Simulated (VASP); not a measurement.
# V in VASP: a series of runs, part 2 of 2

VASP 6.6.1.

## 3. Single point, LDA, collinear spin, ferromagnetic start

This run uses another cell than the first one, of 12.44 Å³/atom, 0.896 times its volume.

INCAR reads:

```
SYSTEM = V
PREC = Accurate ; ENCUT = 520
EDIFF = 1E-6 ; ISMEAR = -1
SIGMA = 0.05 ; LREAL = .FALSE.
LASPH = .TRUE. ; NELM = 150
ALGO = Normal ; ISIF = 2
LWAVE = .FALSE. ; LCHARG = .TRUE.
ISPIN = 2 ; MAGMOM = 2
LORBIT = 11 ; LMAXMIX = 4
LELF = .TRUE. ; LVHAR = .TRUE.
NBANDS = 16
```

KPOINTS reads:

```
Automatic mesh
0
G
  9 9 9
  0 0 0
```

POSCAR reads:

```
V
1.0
   -1.4598198110      1.4598198110      1.4598198110
    1.4598198110     -1.4598198110      1.4598198110
    1.4598198110      1.4598198110     -1.4598198110
V
1
Direct
    0.0000000000      0.0000000000      0.0000000000
```

Potentials or basis: VASP PAW LDA potentials, release 64 (V_sv).

Run with:

```console
$ cat potpaw_LDA.64/V_sv/POTCAR > POTCAR
$ mpirun -np 1 vasp_std > vasp.out
```

OUTCAR:

```text
SYSTEM = V
   PREC = Accurate
   ENCUT = 520
   EDIFF = 1E-6
   ISMEAR = -1
   LREAL = .FALSE.
   LASPH = .TRUE.
   NELM = 150
   ISIF = 2
   ISPIN = 2
   LORBIT = 11

 ion  position               nearest neighbor table
   1  0.000  0.000  0.000-

  LATTYP: Found a body centered cubic cell.
 ALAT       =     2.9196396220

  Lattice vectors:

 A1 = (  -1.4598198110,   1.4598198110,   1.4598198110)
 A2 = (   1.4598198110,  -1.4598198110,   1.4598198110)
 A3 = (   1.4598198110,   1.4598198110,  -1.4598198110)

Analysis of symmetry for initial positions (statically):
=====================================================================
 Subroutine PRICEL returns:
 Original cell was already a primitive cell.

 Routine SETGRP: Setting up the symmetry group for a
 body centered cubic supercell.

 Subroutine GETGRP returns: Found 48 space group operations
 (whereof 48 operations were pure point group operations)
 out of a pool of 48 trial point group operations.

The static configuration has the point symmetry O_h .

Analysis of symmetry for dynamics (positions and initial velocities):
=====================================================================
 Subroutine PRICEL returns:
 Original cell was already a primitive cell.

 Routine SETGRP: Setting up the symmetry group for a
 body centered cubic supercell.

 Subroutine GETGRP returns: Found 48 space group operations
 (whereof 48 operations were pure point group operations)
 out of a pool of 48 trial point group operations.

The dynamic configuration has the point symmetry O_h .

Analysis of structural, dynamic, and magnetic symmetry:
=====================================================================
 Subroutine PRICEL returns:
 Original cell was already a primitive cell.

 Routine SETGRP: Setting up the symmetry group for a
 body centered cubic supercell.

 Subroutine GETGRP returns: Found 48 space group operations
 (whereof 48 operations were pure point group operations)
 out of a pool of 48 trial point group operations.

The overall configuration has the point symmetry O_h .

 Subroutine INISYM returns: Found 48 space group operations
 (whereof 48 operations are pure point group operations),
[... 126 lines left out ...]
  energy-cutoff  :      520.00
  volume of cell :       12.44
 maximum number of plane-waves:       350
   NGX =  9   NGY =  9   NGZ =  9

 number of electron      13.0000010 magnetization      -0.0018710

 number of electron      13.0000010 magnetization       0.0014622

 Free energy of the ion-electron system (eV)
  ---------------------------------------------------
  ext. energy  EPLUGINS =         0.00000000
  ---------------------------------------------------
  free energy    TOTEN  =        -9.96166288 eV

  energy without entropy =       -9.95013669  energy(sigma->0) =       -9.95589979

 E-fermi :  10.5904     XC(G=0): -13.6620

 val. band max:       10.5571641452   @ k =   0.2222   0.0000   0.0000
 cond. band min:      10.5944439818   @ k =  -0.2222   0.2222   0.1111
 fundamental gap:      0.0372798365
 Fermi energy:        10.5903803883

 spin component 1

 k-point     1 :       0.0000    0.0000    0.0000
  band No.  band energies     occupation
      1     -52.3265      1.00000
      2     -25.8798      1.00000
      3     -25.8798      1.00000
      4     -25.8798      1.00000
      5       3.8435      1.00000
      6      10.9405      0.00091
[... 435 lines left out ...]
      5       7.9825      1.00000
      6       9.9111      1.00000
[... 8 lines left out ...]
     15      36.7166      0.00000
     16      42.8729      0.00000

 [... further k-points ...]

 spin component 2

 k-point     1 :       0.0000    0.0000    0.0000
  band No.  band energies     occupation
      1     -52.3252      1.00000
      2     -25.8786      1.00000
      3     -25.8786      1.00000
      4     -25.8786      1.00000
      5       3.8441      1.00000
      6      10.9417      0.00089
[... 435 lines left out ...]
      5       7.9833      1.00000
      6       9.9118      1.00000
[... 8 lines left out ...]
     15      36.7174      0.00000
     16      42.8736      0.00000

 [... further k-points ...]
[... 5 lines left out ...]
  --------------------------------------------------------------------------------------
  -------------------------------------------------------------------------------------
  Total        0.0454077      0.0454077      0.0454077      0.0000000     -0.0000000      0.0000000
  in kB        5.8463124      5.8463124      5.8463124      0.0000000     -0.0000000      0.0000000
  external PRESSURE =       5.8463124 kB  Pullay stress =       0.0000000 kB

 VOLUME and BASIS-vectors are now :
 -----------------------------------------------------------------------------
  energy-cutoff  :      520.00
  volume of cell :       12.44
      direct lattice vectors                 reciprocal lattice vectors
    -1.459819811  1.459819811  1.459819811     0.000000000  0.342508025  0.342508025
     1.459819811 -1.459819811  1.459819811     0.342508025  0.000000000  0.342508025
     1.459819811  1.459819811 -1.459819811     0.342508025  0.342508025  0.000000000

 POSITION                                       TOTAL-FORCE (eV/Angst)
 -----------------------------------------------------------------------------------
      0.00000      0.00000      0.00000        -0.000000      0.000000     -0.000000
 -----------------------------------------------------------------------------------
    total drift:                               -0.000000     -0.000000      0.000000

  FREE ENERGIE OF THE ION-ELECTRON SYSTEM (eV)
  ---------------------------------------------------
  free  energy   TOTEN  =        -9.9616628849 eV

  energy  without entropy=       -9.9501366900  energy(sigma->0) =       -9.95589979

 total charge

# of ion       s       p       d       tot
------------------------------------------
    1        2.365   6.234   3.233  11.832

 magnetization (x)

# of ion       s       p       d       tot
------------------------------------------
    1        0.000   0.000   0.001   0.001
```

stdout:

```text
POSCAR found type information on POSCAR V
 POSCAR found :  1 types and       1 ions
 scaLAPACK will be used
 LDA part: xc-table for (Slater(with rela. corr.)+CA(PZ))
 , standard interpolation
 POSCAR, INCAR and KPOINTS ok, starting setup
 FFT: planning ... GRIDC
 FFT: planning ... GRID_SOFT
 FFT: planning ... GRID
 WAVECAR not read
 entering main loop
```

Run time: 27 s. Hardware: 1 thread of AMD EPYC 7R43 (Zen 3), shared host; peak memory 0.09 GiB.

Results:

- Free energy: -9.9617 eV
- Pressure: 0.6 GPa
- Net moment: 0.00 μB per cell
- Valence electrons inside the program's atomic spheres: V 11.83
